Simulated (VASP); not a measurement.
**Sn: electric field gradients with r2SCAN**

Sn:

```
Sn
1.0
    -2.97883    2.97883    1.62035
     2.97883   -2.97883    1.62035
     2.97883    2.97883   -1.62035
Sn
2
Direct
  0.75000 0.25000 0.50000
  0.00000 0.00000 0.00000
```

This cell differs from its parent crystal: volume scaled by 1.04.

```yaml
Program: VASP 6.6.1
Task: electric field gradients
Functional: r2SCAN
Potentials_or_basis: VASP PAW PBE potentials, release 64 (Sn_d)
Cutoff: 520 eV
k_mesh: 12 × 12 × 12
Occupations: fermi-dirac, width 0.05 eV
Spin: no spin polarisation
Dipole_correction: no
Further_INCAR_settings: ALGO = Normal; EDIFF = 1e-08; NBANDS = 21
```

```json
{
 "Pressure": "-2.1 GPa",
 "Band gap on the k mesh": "zero (band 14 reaches 8.55 eV, above the bottom of band 15 at 4.49 eV)"
}
```

Stress tensor (GPa, compression positive):
```
-2.16  0.00  0.00
 0.00 -2.16  0.00
 0.00  0.00 -1.96
```

Levels at points of the mesh, in eV from the Fermi level:
| k point | band 11 | band 12 | band 13 | band 14 | band 15 | band 16 | band 17 | band 18 |
| --- | --- | --- | --- | --- | --- | --- | --- | --- |
| (0.00, 0.00, 0.00) | -11.23 | -3.84 | -2.00 | -2.00 | 3.44 | 6.24 | 6.24 | 6.85 |
| (0.50, 0.00, 0.00) | -7.07 | -5.43 | -2.36 | -1.74 | -1.16 | 2.58 | 2.88 | 4.68 |
| (0.50, 0.50, 0.00) | -8.99 | -8.99 | 0.56 | 0.56 | 1.68 | 1.68 | 6.18 | 6.18 |
| (0.50, 0.50, 0.50) | -7.73 | -7.73 | -4.70 | -4.70 | 5.18 | 5.18 | 9.34 | 9.34 |

Electric field gradients, principal values (V/Å²):
| atom | least | middle | greatest (by size) |
| --- | --- | --- | --- |
| 1 Sn | -19.623 | -19.627 | 39.250 |
| 2 Sn | -19.623 | -19.627 | 39.250 |

Wall time 33 min on 1 thread of AMD EPYC 7R13 (shared host), peak memory 0.29 GiB.

Caveat: without QUAD_EFG the Cq values of the log hold for a quadrupole moment of 1 mb, not for the nuclei; the PAW data sets were made with another functional, which shifts forces and pressure a little; spin-orbit coupling is left out, which moves the levels of the heavy elements.
